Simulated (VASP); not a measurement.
# InP3 (R-3m) in VASP: notebook, part 2 of 2

VASP 6.6.1.

### Step 3. Relaxation of shape and atoms at fixed volume, PBEsol (21.56 Å³/atom)

This run uses another cell than the first one, of 21.56 Å³/atom.

Contents of INCAR:

```
SYSTEM = InP3
ALGO = Normal ; EDIFF = 1E-6
EDIFFG = -0.01 ; ENCUT = 600
GGA = PS ; IBRION = 2
ISIF = 4 ; ISMEAR = 0
LASPH = .TRUE. ; LCHARG = .FALSE.
LREAL = .FALSE. ; LWAVE = .FALSE.
NELM = 100 ; NSW = 50
PREC = Accurate ; SIGMA = 0.1
```

Contents of KPOINTS:

```
k-points
0
G
  6 6 6
  0 0 0
```

Contents of POSCAR:

```
InP3
1.0
    3.8045673253      2.1965679694      3.4394410716
   -3.8045673253      2.1965679694      3.4394410716
    0.0000000000     -4.3931359388      3.4394410716
In P
2 6
Direct
    0.2708030617      0.2708030617      0.2708030617
    0.7291969383      0.7291969383      0.7291969383
    0.7980275072      0.2431782977      0.7980275072
    0.7980275072      0.7980275072      0.2431782977
    0.2431782977      0.7980275072      0.7980275072
    0.2019724928      0.7568217023      0.2019724928
    0.7568217023      0.2019724928      0.2019724928
    0.2019724928      0.2019724928      0.7568217023
```

Potentials or basis: VASP PAW PBE potentials, release 64 (In_d, P).

Command:

```console
cat potpaw_PBE.64/In_d/POTCAR potpaw_PBE.64/P/POTCAR > POTCAR
mpirun -np 1 vasp_std > vasp.out
```

OUTCAR:

```text
SYSTEM = InP3
   EDIFF = 1E-6
   EDIFFG = -0.01
   ENCUT = 600
   GGA = PS
   IBRION = 2
   ISIF = 4
   ISMEAR = 0
   LASPH = .TRUE.
   LREAL = .FALSE.
   NELM = 100
   NSW = 50
   PREC = Accurate

 ion  position               nearest neighbor table
   1  0.271  0.271  0.271-   8 2.72   7 2.72   6 2.72   8 2.97   6 2.97   7 2.97
   2  0.729  0.729  0.729-   4 2.72   3 2.72   5 2.72   4 2.97   5 2.97   3 2.97
   3  0.798  0.243  0.798-   7 2.25   8 2.25   2 2.72   2 2.97
   4  0.798  0.798  0.243-   6 2.25   7 2.25   2 2.72   2 2.97
   5  0.243  0.798  0.798-   6 2.25   8 2.25   2 2.72   2 2.97
   6  0.202  0.757  0.202-   5 2.25   4 2.25   1 2.72   1 2.97
   7  0.757  0.202  0.202-   3 2.25   4 2.25   1 2.72   1 2.97
   8  0.202  0.202  0.757-   3 2.25   5 2.25   1 2.72   1 2.97

  LATTYP: Found a trigonal (rhomboedric) cell.
 ALAT       =     5.5793725688
 COS(alpha) =     0.0700281187

  Lattice vectors:

 A1 = (   3.8045673253,   2.1965679694,   3.4394410716)
 A2 = (  -3.8045673253,   2.1965679694,   3.4394410716)
 A3 = (   0.0000000000,  -4.3931359388,   3.4394410716)

Analysis of symmetry for initial positions (statically):
=====================================================================
 Subroutine PRICEL returns:
 Original cell was already a primitive cell.

 Routine SETGRP: Setting up the symmetry group for a
 trigonal (rhombohedral) supercell.

 Subroutine GETGRP returns: Found 12 space group operations
 (whereof 12 operations were pure point group operations)
 out of a pool of 12 trial point group operations.

The static configuration has the point symmetry D_3d.

Analysis of symmetry for dynamics (positions and initial velocities):
=====================================================================
 Subroutine PRICEL returns:
 Original cell was already a primitive cell.

 Routine SETGRP: Setting up the symmetry group for a
 trigonal (rhombohedral) supercell.

 Subroutine GETGRP returns: Found 12 space group operations
 (whereof 12 operations were pure point group operations)
[... 159 lines left out ...]
  ---------------------------------------------------
  ext. energy  EPLUGINS =         0.00000000
  ---------------------------------------------------
  free energy    TOTEN  =       -41.10263264 eV

  energy without entropy =      -41.09841207  energy(sigma->0) =      -41.10052235

------------------------ aborting loop because EDIFF is reached ----------------------------------------

  FORCE on cell =-STRESS in cart. coord.  units (eV):
  Direction    XX          YY          ZZ          XY          YZ          ZX
  --------------------------------------------------------------------------------------
  -------------------------------------------------------------------------------------
  Total       -5.9630940     -5.9630940     -5.0012197      0.0000000     -0.0000000      0.0000000
  in kB      -55.3978864    -55.3978864    -46.4619541      0.0000000     -0.0000000      0.0000000
  external PRESSURE =     -52.4192423 kB  Pullay stress =       0.0000000 kB
[... 107 lines left out ...]
  FREE ENERGIE OF THE ION-ELECTRON SYSTEM (eV)
  ---------------------------------------------------
  free  energy   TOTEN  =       -41.1235561304 eV

  energy  without entropy=      -41.1183967698  energy(sigma->0) =      -41.12097645

[... ionic steps 4 to 8 ...]

--------------------------------------- Ionic step        9  -------------------------------------------

 number of electron      55.9999995 magnetization

------------------------ aborting loop because EDIFF is reached ----------------------------------------
[... 79 lines left out ...]
--------------------------------------- Ionic step       11  -------------------------------------------

 number of electron      55.9999995 magnetization

 Free energy of the ion-electron system (eV)
  ---------------------------------------------------
  ext. energy  EPLUGINS =         0.00000000
  ---------------------------------------------------
  free energy    TOTEN  =       -41.12571387 eV

  energy without entropy =      -41.12018351  energy(sigma->0) =      -41.12294869

 E-fermi :   5.7143     XC(G=0):  -9.9316

 val. band max:        5.6391620476   @ k =  -0.3333   0.5000   0.3333
 cond. band min:       5.7151057204   @ k =   0.5000   0.5000   0.0000
 fundamental gap:      0.0759436728
 Fermi energy:         5.7142850103

 k-point     1 :       0.0000    0.0000    0.0000
  band No.  band energies     occupation
      1      -8.5659      2.00000
      2      -8.5659      2.00000
      3      -8.4722      2.00000
      4      -8.4722      2.00000
      5      -8.4106      2.00000
      6      -8.4020      2.00000
[... 853 lines left out ...]
     32       8.5613      0.00000
     33       8.6324      0.00000

 [... further k-points ...]

------------------------ aborting loop because EDIFF is reached ----------------------------------------

  FORCE on cell =-STRESS in cart. coord.  units (eV):
  Direction    XX          YY          ZZ          XY          YZ          ZX
  --------------------------------------------------------------------------------------
  -------------------------------------------------------------------------------------
  Total       -4.4764113     -4.4764113     -4.4796368      0.0000000     -0.0000000      0.0000000
  in kB      -41.5864189    -41.5864189    -41.6163838      0.0000000     -0.0000000      0.0000000
  external PRESSURE =     -41.5964072 kB  Pullay stress =       0.0000000 kB
[... 23 lines left out ...]
  FREE ENERGIE OF THE ION-ELECTRON SYSTEM (eV)
  ---------------------------------------------------
  free  energy   TOTEN  =       -41.1257138717 eV

  energy  without entropy=      -41.1201835127  energy(sigma->0) =      -41.12294869

 reached required accuracy - stopping structural energy minimisation
```

OSZICAR:

```text
N       E                     dE             d eps       ncg     rms          rms(c)
DAV:   1     0.491481922814E+03    0.49148E+03   -0.26755E+04  2112   0.196E+03
DAV:   2     0.289849473805E+02   -0.46250E+03   -0.45400E+03  2162   0.452E+02
DAV:   3    -0.383446011015E+02   -0.67330E+02   -0.65526E+02  2777   0.168E+02
[... 77 lines left out ...]
DAV:   1    -0.411254324303E+02    0.19043E-03   -0.13597E-01  2583   0.153E+00    0.821E-02
DAV:   2    -0.411257147640E+02   -0.28233E-03   -0.29595E-03  3180   0.395E-01    0.310E-02
DAV:   3    -0.411257151920E+02   -0.42794E-06   -0.36500E-05  2565   0.406E-02    0.273E-02
DAV:   4    -0.411257140293E+02    0.11627E-05   -0.60739E-06  2642   0.238E-02    0.105E-02
DAV:   5    -0.411257138717E+02    0.15761E-06   -0.90548E-07  1357   0.813E-03
  11 F= -.41125714E+02 E0= -.41122949E+02  d E =-.240740E-03
```

Run time: 11 min. Hardware: 1 thread of Intel Xeon 6975P-C (Granite Rapids), shared host; peak memory 0.44 GiB.

Results:

```
Free energy                  : -41.1257 eV
Energy gained by relaxing    : 2.9 meV/atom
Ionic steps                  : 11
Pressure after relaxing      : -4.2 GPa
Largest force after relaxing : 0.009 eV/Å
Band gap on the k mesh       : zero (bands 28 and 29 overlap by 0.79 eV)
```

Forces on the atoms (eV/Å):
```
In   0.000  0.000 -0.009
In   0.000  0.000  0.009
P   -0.001  0.000 -0.001
P    0.000 -0.001 -0.001
P    0.001  0.000 -0.001
P    0.001  0.000  0.001
P   -0.001  0.000  0.001
P    0.000  0.001  0.001
```

The path:
| step | energy change (eV) | largest force (eV/Å) | pressure (GPa) | volume (Å³) |
| --- | --- | --- | --- | --- |
| 1 | 0.0000 | 0.3166 | -5.24 | 172.46 |
| 2 | -0.0201 | 0.0510 | -4.47 | 172.46 |
| 3 | -0.0209 | 0.0264 | -4.27 | 172.46 |
| 4 | -0.0219 | 0.0252 | -4.24 | 172.46 |
| 5 | -0.0224 | 0.0305 | -4.20 | 172.46 |
| 6 | -0.0224 | 0.0314 | -4.20 | 172.46 |
| 7 | -0.0228 | 0.0149 | -4.18 | 172.46 |
| 8 | -0.0228 | 0.0246 | -4.17 | 172.46 |
| 9 | -0.0229 | 0.0179 | -4.18 | 172.46 |
| 10 | -0.0230 | 0.0151 | -4.15 | 172.46 |
| 11 | -0.0231 | 0.0086 | -4.16 | 172.46 |

Final structure:
```yaml
crystal:
  lattice:
    - [3.78319, 2.18423, 3.47841]
    - [-3.78319, 2.18423, 3.47841]
    - [0.00000, -4.36846, 3.47841]
  atoms:
    - { symbol: In, position: [0.27009, 0.27009, 0.27009] }
    - { symbol: In, position: [0.72991, 0.72991, 0.72991] }
    - { symbol: P, position: [0.80028, 0.24429, 0.80028] }
    - { symbol: P, position: [0.80028, 0.80028, 0.24429] }
    - { symbol: P, position: [0.24429, 0.80028, 0.80028] }
    - { symbol: P, position: [0.19972, 0.75571, 0.19972] }
    - { symbol: P, position: [0.75571, 0.19972, 0.19972] }
    - { symbol: P, position: [0.19972, 0.19972, 0.75571] }
```

Caveat: semilocal functionals underestimate gaps, and a narrow one can read as zero; the PAW data sets were made with another functional, which shifts forces and pressure a little; spin-orbit coupling is left out, which moves the levels of the heavy elements.

### Step 4. Relaxation of shape and atoms at fixed volume, PBEsol (20.19 Å³/atom)

This run uses another cell than the first one, of 20.19 Å³/atom.

Contents of INCAR:

```
SYSTEM = InP3
PREC = Accurate ; ENCUT = 600
EDIFF = 1E-6 ; ISMEAR = 0
SIGMA = 0.1 ; LREAL = .FALSE.
LASPH = .TRUE. ; NELM = 80
ALGO = Fast ; ISIF = 4
LWAVE = .FALSE. ; LCHARG = .FALSE.
GGA = PS ; IBRION = 2
NSW = 50 ; EDIFFG = -0.01
```

Contents of KPOINTS:

```
regular mesh
0
G
  6 6 6
  0 0 0
```

Contents of POSCAR:

```
InP3
1.0
    3.7517709570      2.1660859719      3.3118474625
   -3.7517709570      2.1660859719      3.3118474625
    0.0000000000     -4.3321719439      3.3118474625
In P
2 6
Direct
    0.2732789770      0.2732789770      0.2732789770
    0.7267210230      0.7267210230      0.7267210230
    0.7947108744      0.2411926268      0.7947108744
    0.7947108744      0.7947108744      0.2411926268
    0.2411926268      0.7947108744      0.7947108744
    0.2052891256      0.7588073732      0.2052891256
    0.7588073732      0.2052891256      0.2052891256
    0.2052891256      0.2052891256      0.7588073732
```

Command:

```console
cat potpaw_PBE.64/In_d/POTCAR potpaw_PBE.64/P/POTCAR > POTCAR
mpirun -np 1 vasp_std > vasp.out
```

It took 39 min on 1 thread of Oxide Virtual Turin-like, shared host; peak memory 0.41 GiB.

The run converged. Its results:

```yaml
Free_energy: -41.3257 eV
Energy_gained_by_relaxing: 1.8 meV/atom
Ionic_steps: 10
Pressure_after_relaxing: -1.5 GPa
Largest_force_after_relaxing: 0.005 eV/Å
Band_gap_on_the_k_mesh: zero (bands 28 and 29 overlap by 0.58 eV)
```

Forces in eV/Å, atoms in the order of the input:
```
In   0.000  0.000 -0.005
In   0.000  0.000  0.005
P    0.003 -0.002  0.002
P    0.000  0.004  0.002
P   -0.003 -0.002  0.002
P   -0.003  0.002 -0.002
P    0.003  0.002 -0.002
P    0.000 -0.004 -0.002
```

Step by step:
```
step  energy change (eV)  largest force (eV/Å)  pressure (GPa)  volume (Å³)
   1              0.0000                0.2586           -2.36       161.49
   2             -0.0127                0.0328           -1.72       161.49
   3             -0.0130                0.0184           -1.59       161.49
   4             -0.0136                0.0171           -1.57       161.49
   5             -0.0138                0.0191           -1.55       161.49
   6             -0.0139                0.0196           -1.54       161.49
   7             -0.0140                0.0149           -1.51       161.49
   8             -0.0140                0.0230           -1.51       161.49
   9             -0.0141                0.0166           -1.50       161.49
  10             -0.0143                0.0046           -1.53       161.49
```

Final structure:
```
In P
1.0
     3.73633    2.15717    3.33928
    -3.73633    2.15717    3.33928
     0.00000   -4.31434    3.33928
In P
2 6
Direct
  0.27239 0.27239 0.27239
  0.72761 0.72761 0.72761
  0.79651 0.24206 0.79651
  0.79651 0.79651 0.24207
  0.24206 0.79651 0.79651
  0.20349 0.75794 0.20349
  0.75794 0.20349 0.20349
  0.20349 0.20349 0.75794
```

Levels at points of the mesh, in eV from the Fermi level:
| k point | band 24 | band 25 | band 26 | band 27 | band 28 | band 29 | band 30 | band 31 | band 32 | band 33 |
| --- | --- | --- | --- | --- | --- | --- | --- | --- | --- | --- |
| (0.00, 0.00, 0.00) | -2.16 | -2.16 | -2.10 | -0.67 | -0.67 | -0.40 | -0.22 | 2.10 | 2.33 | 2.33 |
| (0.50, 0.00, 0.00) | -2.52 | -2.49 | -1.43 | -1.09 | -1.05 | 0.42 | 2.52 | 2.67 | 3.05 | 3.28 |
| (0.50, 0.50, 0.00) | -2.54 | -1.36 | -0.77 | -0.60 | 0.02 | 1.32 | 1.45 | 2.23 | 2.51 | 3.33 |
| (0.50, 0.50, 0.50) | -1.09 | 0.05 | 0.05 | 0.18 | 0.18 | 1.59 | 1.66 | 1.66 | 1.89 | 1.89 |

Caveat: semilocal functionals underestimate gaps, and a narrow one can read as zero; the PAW data sets were made with another functional, which shifts forces and pressure a little; spin-orbit coupling is left out, which moves the levels of the heavy elements.

### Step 5. Summary

| cell | gap on the mesh (eV) | pressure (GPa) | largest force (eV/Å) |
| --- | --- | --- | --- |
| relaxed from a = 5.508 Å, angles 86.5°, 8 atoms, atomic positions A | none | -2.8 | 0.01 |
| relaxed from a = 5.579 Å, angles 86.0°, 8 atoms, atomic positions B | none | -4.2 | 0.01 |
| relaxed from a = 5.453 Å, angles 86.9°, 8 atoms, atomic positions C | none | -1.5 | - |

Alike in all rows: task relaxation of shape and atoms at fixed volume; level PBEsol; potentials or basis VASP PAW PBE potentials, release 64 (In_d, P); no spin polarisation; k mesh 6 × 6 × 6; cutoff (eV) 600; smearing gaussian 0.1 eV.

Caveats: semilocal functionals underestimate gaps, and a narrow one can read as zero; the PAW data sets were made with another functional, which shifts forces and pressure a little; spin-orbit coupling is left out, which moves the levels of the heavy elements.

Absolute energies hang on the potentials; compare differences alone.

The gap in the log of VASP goes by the Fermi energy; the results here count the filled bands.